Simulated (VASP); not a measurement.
# Br in VASP: notebook

Br is run at these levels: PBE; tasks: single point.

All numbers are computed with VASP 6.6.1; they aren't measurements. Logs are shortened: lines on timing, memory, paths and dates and some standing lists are left out, and cuts for length are marked.

### Step 1. The cell of the first run

The typed cell holds 3 atoms: a = 5.190 Å, b = 4.142 Å, c = 6.273 Å, α = 84.91°, β = 111.15°, γ = 109.80°.

### Step 2. Single point, PBE

INCAR reads:

```
SYSTEM = Br
ALGO = Normal
EDIFF = 1E-7
ENCUT = 520
GGA = PE
ISIF = 2
ISMEAR = 0
LASPH = .TRUE.
LCHARG = .FALSE.
LREAL = .FALSE.
LWAVE = .FALSE.
NBANDS = 18
NELM = 100
PREC = Accurate
SIGMA = 0.1
```

KPOINTS reads:

```
k-points
0
G
  4 4 4
  0 0 0
```

POSCAR reads:

```
Br
1.0
    5.1812943930      0.0934096452      0.2825617845
   -1.4639831757      3.8691930142     -0.1959089776
   -2.5778134911     -0.0901039215      5.7185929413
Br
3
Direct
    0.6307655312     -0.1017082314      1.0639704915
    1.0055283317      0.4648274014      0.4387306645
    0.3185164418      0.1825661475      0.7519478483
```

Potentials or basis: VASP PAW PBE potentials, release 64 (Br).

Started as:

```console
$ cat potpaw_PBE.64/Br/POTCAR > POTCAR
$ mpirun -np 1 vasp_std > vasp.out
```

OUTCAR:

```text
SYSTEM = Br
   EDIFF = 1E-7
   ENCUT = 520
   GGA = PE
   ISIF = 2
   ISMEAR = 0
   LASPH = .TRUE.
   LREAL = .FALSE.
   NELM = 100
   PREC = Accurate

 ion  position               nearest neighbor table
   1  0.631  0.898  0.064-   3 2.54
   2  0.006  0.465  0.439-   3 2.54
   3  0.319  0.183  0.752-   1 2.54   2 2.54

  LATTYP: Found a triclinic cell.
 ALAT       =     4.1415313167
 B/A-ratio  =     1.8876542707
 C/A-ratio  =     1.3120700781
 COS(alpha) =     0.0100977354
 COS(beta)  =     0.4387033703
 COS(gamma) =     0.6009468727

  Lattice vectors:

 A1 = (  -1.4639831757,   3.8691930142,  -0.1959089776)
 A2 = (  -4.0417966668,   3.7790890927,   5.5226839637)
 A3 = (   3.7173112173,   3.9626026594,   0.0866528069)

Analysis of symmetry for initial positions (statically):
=====================================================================
 Subroutine PRICEL returns:
 Original cell was already a primitive cell.

 Routine SETGRP: Setting up the symmetry group for a
 triclinic supercell.

 Subroutine GETGRP returns: Found  1 space group operations
 (whereof  1 operations were pure point group operations)
 out of a pool of  2 trial point group operations.

The static configuration has the point symmetry C_1 .

Analysis of symmetry for dynamics (positions and initial velocities):
=====================================================================
 Subroutine PRICEL returns:
 Original cell was already a primitive cell.

 Routine SETGRP: Setting up the symmetry group for a
 triclinic supercell.

 Subroutine GETGRP returns: Found  1 space group operations
 (whereof  1 operations were pure point group operations)
 out of a pool of  2 trial point group operations.

The dynamic configuration has the point symmetry C_1 .

 Subroutine INISYM returns: Found  1 space group operations
 (whereof  1 operations are pure point group operations),
 and found     1 'primitive' translations

----------------------------------------------------------------------------------------

                                     Primitive cell

  volume of cell :     118.2364

  direct lattice vectors                    reciprocal lattice vectors
     5.181294393  0.093409645  0.282561785     0.186987196  0.075077918  0.085472587
    -1.463983176  3.869193014 -0.195908978    -0.004733160  0.256757752  0.001911952
    -2.577813491 -0.090103922  5.718592941    -0.009401387  0.005086391  0.170710399

  length of vectors
     5.189834112  4.141531317  6.273399903     0.218875463  0.256808492  0.171044724

  position of ions in fractional coordinates (direct lattice)
     0.630765531  0.898291769  0.063970492
     0.005528332  0.464827401  0.438730664
     0.318516442  0.182566147  0.751947848

  ion indices of the primitive-cell ions
   primitive index   ion index
                 1           1
                 2           2
                 3           3

----------------------------------------------------------------------------------------

 KPOINTS: k-points

Automatic generation of k-mesh.
 Grid dimensions read from file:
 generate k-points for:    4    4    4

 Generating k-lattice:

  Cartesian coordinates                     Fractional coordinates (reciprocal lattice)
     0.046746799  0.018769480  0.021368147     0.250000000 -0.000000000  0.000000000
    -0.001183290  0.064189438  0.000477988     0.000000000  0.250000000  0.000000000
    -0.002350347  0.001271598  0.042677600     0.000000000  0.000000000  0.250000000

  Length of vectors
     0.054718866  0.064202123  0.042761181

  Shift w.r.t. Gamma in fractional coordinates (k-lattice)
     0.000000000  0.000000000  0.000000000

 Subroutine IBZKPT returns following result:
 ===========================================

 Found     36 irreducible k-points:

 Following reciprocal coordinates:
            Coordinates               Weight
  0.000000  0.000000  0.000000      1.000000
  0.250000 -0.000000 -0.000000      2.000000
  0.500000 -0.000000 -0.000000      1.000000
 -0.000000  0.250000 -0.000000      2.000000
  0.250000  0.250000  0.000000      2.000000
  0.500000  0.250000 -0.000000      2.000000
[... 16 lines left out ...]
  0.000000 -0.250000  0.250000      2.000000
  0.250000 -0.250000  0.250000      2.000000
 [... further k-points ...]
   k-points           NKPTS =     36   k-points in BZ     NKDIM =     36   number of bands    NBANDS=     18
   number of dos      NEDOS =    301   number of ions     NIONS =      3
   total plane-waves  NPLWV =  61440
   dimension x,y,z NGX =    40 NGY =   32 NGZ =   48
   dimension x,y,z NGXF=    80 NGYF=   64 NGZF=   96
   ions per type =               3
   NGX,Y,Z   is equivalent  to a cutoff of  12.81, 12.85, 12.72 a.u.
   NGXF,Y,Z  is equivalent  to a cutoff of  25.63, 25.69, 25.44 a.u.
 SYSTEM =  Br
   PREC   = accura    normal or accurate (medium, high low for compatibility)
   ISTART =      0    job   : 0-new  1-cont  2-samecut
   ICHARG =      2    charge: 1-file 2-atom 10-const
   ISPIN  =      1    spin polarized calculation?
   LNONCOLLINEAR =      F non collinear calculations
   LSORBIT =      F    spin-orbit coupling
   LASPH  =      T    aspherical Exc in radial PAW
   ENCUT  =  520.0 eV  38.22 Ry    6.18 a.u.   9.65  7.70 11.66*2*pi/ulx,y,z
   NELM   =    100;   NELMIN=  2; NELMDL= -5     # of ELM steps
   EDIFF  = 0.1E-06   stopping-criterion for ELM
   LREAL  =      F    real-space projection
   EDIFFG = 0.1E-05   stopping-criterion for IOM
   NSW    =      0    number of steps for IOM
   IBRION =     -1    ionic relax: 0-MD 1-quasi-New 2-CG
   NFREE  =      0    steps in history (QN), initial steepest desc. (CG)
   ISIF   =      2    stress and relaxation
   ISYM   =      2    0-nonsym 1-usesym 2-fastsym
   POTIM  = 0.5000    time-step for ionic-motion
   TEBEG  =    0.0;   TEEND  =   0.0 temperature during run
   PSTRESS=    0.0 pullay stress
   NELECT =      21.0000    total number of electrons
   NUPDOWN=      -1.0000    fix difference up-down
   EMIN   =  10.00;   EMAX   =-10.00  energy-range for DOS
   EFERMI =   0.00;   METHOD = LEGACY
   ISMEAR =     0;   SIGMA  =   0.10  broadening in eV -4-tet -1-fermi 0-gaus
   EFERMI_NEDOS =   21; number of points for ismear=-14 and -15
   IALGO  =     38    algorithm
   IMIX   =      4    mixing-type and parameters
     AMIX     =   0.40;   BMIX     =  1.00
     AMIX_MAG =   1.60;   BMIX_MAG =  1.00
  volume/ion in A,a.u.               =      39.41       265.97
  Fermi-wavevector in a.u.,A,eV,Ry     =   0.920232  1.738987 11.521792  0.846828
  Thomas-Fermi vector in A             =   2.045515
   LORBIT       =      0    0 simple, 1 ext, 2 COOP (PROOUT), +10 PAW based schemes
   GGA     = PE    functional components
   LHFCALC =     F    Hartree Fock is set to
   AEXX    =    0.0000 exact exchange contribution
   IVDW    =     0    specifies the selected vdW correction
   LEPSILON=     F    determine dielectric tensor
   LRPA    =     F    only Hartree local field effects (RPA)
 non-spin polarized calculation
 Gauss-broadening in eV      SIGMA  =   0.10
  energy-cutoff  :      520.00
  volume of cell :      118.24
 maximum number of plane-waves:      3204
 NGX is ok and might be reduce to    40
   NGX = 19   NGY = 15   NGZ = 23

 number of electron      20.9999998 magnetization

 Free energy of the ion-electron system (eV)
  ---------------------------------------------------
  ext. energy  EPLUGINS =         0.00000000
  ---------------------------------------------------
  free energy    TOTEN  =        -4.59405829 eV

  energy without entropy =       -4.58615373  energy(sigma->0) =       -4.59010601

 E-fermi :  -1.0169     XC(G=0):  -7.0893

 val. band max:       -1.0336324815   @ k =  -0.2500   0.2500   0.2500
 cond. band min:      -1.0164699468   @ k =  -0.2500  -0.2500   0.2500
 fundamental gap:      0.0171625346
 Fermi energy:        -1.0169354408

 k-point     1 :       0.0000    0.0000    0.0000
  band No.  band energies     occupation
      1     -16.8113      2.00000
      2     -14.8336      2.00000
      3     -14.2830      2.00000
      4      -5.4131      2.00000
      5      -3.6743      2.00000
      6      -3.6518      2.00000
[... 10 lines left out ...]
     17       8.1404      0.00000
     18       8.2264      0.00000

 k-point     2 :       0.2500   -0.0000   -0.0000
  band No.  band energies     occupation
      1     -16.7245      2.00000
      2     -15.2189      2.00000
      3     -13.9368      2.00000
      4      -5.7674      2.00000
      5      -3.7864      2.00000
      6      -3.4633      2.00000
[... 10 lines left out ...]
     17       8.8454      0.00000
     18       9.3922      0.00000

 k-point     3 :       0.5000   -0.0000   -0.0000
  band No.  band energies     occupation
      1     -16.6143      2.00000
      2     -15.4976      2.00000
      3     -13.7193      2.00000
      4      -6.0345      2.00000
      5      -3.9109      2.00000
      6      -3.3931      2.00000
[... 10 lines left out ...]
     17       9.5349      0.00000
     18      10.2550      0.00000

 k-point     4 :      -0.0000    0.2500   -0.0000
  band No.  band energies     occupation
      1     -16.6239      2.00000
      2     -14.9074      2.00000
      3     -14.3305      2.00000
      4      -6.0220      2.00000
      5      -4.6354      2.00000
      6      -3.4903      2.00000
[... 375 lines left out ...]
      4      -6.4900      2.00000
      5      -4.6020      2.00000
      6      -4.0207      2.00000
[... 10 lines left out ...]
     17       9.5046      0.00000
     18      10.3889      0.00000

 k-point    23 :       0.0000   -0.2500    0.2500
  band No.  band energies     occupation
      1     -16.5559      2.00000
      2     -15.2276      2.00000
      3     -14.0413      2.00000
      4      -6.2475      2.00000
      5      -4.8374      2.00000
      6      -3.5066      2.00000
[... 10 lines left out ...]
     17       8.2609      0.00000
     18       8.9684      0.00000

 k-point    24 :       0.2500   -0.2500    0.2500
  band No.  band energies     occupation
      1     -16.4769      2.00000
      2     -15.3971      2.00000
      3     -13.9617      2.00000
      4      -5.9560      2.00000
      5      -4.5047      2.00000
      6      -3.5539      2.00000
[... 10 lines left out ...]
     17       8.6918      0.00000
     18       9.2131      0.00000

 [... further k-points ...]
[... 5 lines left out ...]
  --------------------------------------------------------------------------------------
  -------------------------------------------------------------------------------------
  Total        0.0728627     -0.0652551      0.1553215      0.0792110      0.0413688      0.0091403
  in kB        0.9873360     -0.8842477      2.1047037      1.0733586      0.5605737      0.1238570
  external PRESSURE =       0.7359307 kB  Pullay stress =       0.0000000 kB

 VOLUME and BASIS-vectors are now :
 -----------------------------------------------------------------------------
  energy-cutoff  :      520.00
  volume of cell :      118.24
      direct lattice vectors                 reciprocal lattice vectors
     5.181294393  0.093409645  0.282561785     0.186987196  0.075077918  0.085472587
    -1.463983176  3.869193014 -0.195908978    -0.004733160  0.256757752  0.001911952
    -2.577813491 -0.090103922  5.718592941    -0.009401387  0.005086391  0.170710399

 POSITION                                       TOTAL-FORCE (eV/Angst)
 -----------------------------------------------------------------------------------
      1.78819      3.52882      0.36807        -0.016237      0.027465     -0.015681
     -1.78282      1.75949      2.41942         0.017436     -0.019213      0.030316
     -0.55533      0.66838      4.35432        -0.001199     -0.008253     -0.014635
 -----------------------------------------------------------------------------------
    total drift:                               -0.000241      0.000212     -0.000191

  FREE ENERGIE OF THE ION-ELECTRON SYSTEM (eV)
  ---------------------------------------------------
  free  energy   TOTEN  =        -4.5940582921 eV

  energy  without entropy=       -4.5861537338  energy(sigma->0) =       -4.59010601
```

It took 94 s on 1 thread of Intel Xeon Platinum 8259CL at 2.50GHz (Skylake/Cascade Lake), shared host; peak memory 0.25 GiB.

What came out:

```yaml
Free_energy: -4.5941 eV
Pressure: 0.1 GPa
Largest_force: 0.040 eV/Å
```

Forces in eV/Å, atoms in the order of the input:
```
Br  -0.016  0.027 -0.016
Br   0.017 -0.019  0.030
Br  -0.001 -0.008 -0.015
```

Stress tensor (GPa, compression positive):
```
 0.10  0.11  0.01
 0.11 -0.09  0.06
 0.01  0.06  0.21
```

Caveat: the k points lie up to 0.40 Å⁻¹ apart; an odd number of electrons without spin polarisation forces a metal; a magnetic or distorted state may lie lower.

### Step 3. Single point, PBE

This run uses another cell than the first one, of 40.46 Å³/atom, 1.027 times its volume.

INCAR reads:

```
SYSTEM = Br
ALGO = Normal ; EDIFF = 1E-6
ENCUT = 520 ; GGA = PE
ISIF = 2 ; ISMEAR = 0
LASPH = .True. ; LCHARG = .False.
LREAL = .False. ; LWAVE = .False.
NBANDS = 18 ; NELM = 100
PREC = Accurate ; SIGMA = 0.1
```

KPOINTS reads:

```
k-points
0
Gamma
  12 10 8
  0 0 0
```

POSCAR reads:

```
Br
1.0
    4.2415767024     -0.0315966179      0.0677516411
    1.7628300168      4.9196077629      0.0582344247
    0.6487971095      2.2592823605      5.8253683163
Br
3
Direct
    0.7065006993      0.1879726522      0.8117633870
    0.2934993007      0.8120273478      0.1882366130
    0.0000000000      0.5000000000      0.5000000000
```

Potentials or basis: VASP PAW PBE potentials, release 64 (Br).

Started as:

```console
$ cat potpaw_PBE.64/Br/POTCAR > POTCAR
$ mpirun -np 1 vasp_std > vasp.out
```

It took 14 min on 1 thread of Intel Xeon Platinum 8259CL at 2.50GHz (Skylake/Cascade Lake), shared host; peak memory 0.84 GiB.

The run converged. Its results:

```yaml
Free_energy: -4.5864 eV
Pressure: 0.0 GPa
```

Levels at points of the mesh, in eV from the Fermi level:
| k point | band 9 | band 10 | band 11 | band 12 | band 13 | band 14 |
| --- | --- | --- | --- | --- | --- | --- |
| (0.00, 0.00, 0.00) | -1.01 | -0.63 | -0.32 | 3.00 | 5.28 | 8.41 |
| (0.50, 0.00, 0.00) | -0.78 | -0.30 | 1.02 | 1.57 | 7.08 | 7.70 |
| (0.00, 0.50, 0.00) | -0.82 | -0.46 | 0.15 | 1.44 | 6.73 | 7.92 |
| (0.50, 0.50, 0.00) | -0.60 | -0.43 | -0.37 | 3.37 | 6.45 | 7.96 |
| (0.00, 0.00, 0.50) | -0.84 | -0.48 | -0.17 | 1.42 | 6.51 | 7.04 |
| (0.50, 0.00, 0.50) | -0.70 | -0.42 | -0.36 | 3.35 | 8.13 | 8.16 |
| (0.00, 0.50, 0.50) | -0.81 | -0.50 | -0.30 | 3.02 | 8.04 | 8.39 |
| (0.50, 0.50, 0.50) | -0.35 | -0.29 | 1.01 | 1.57 | 7.43 | 8.04 |

Caveat: an odd number of electrons without spin polarisation forces a metal; a magnetic or distorted state may lie lower.
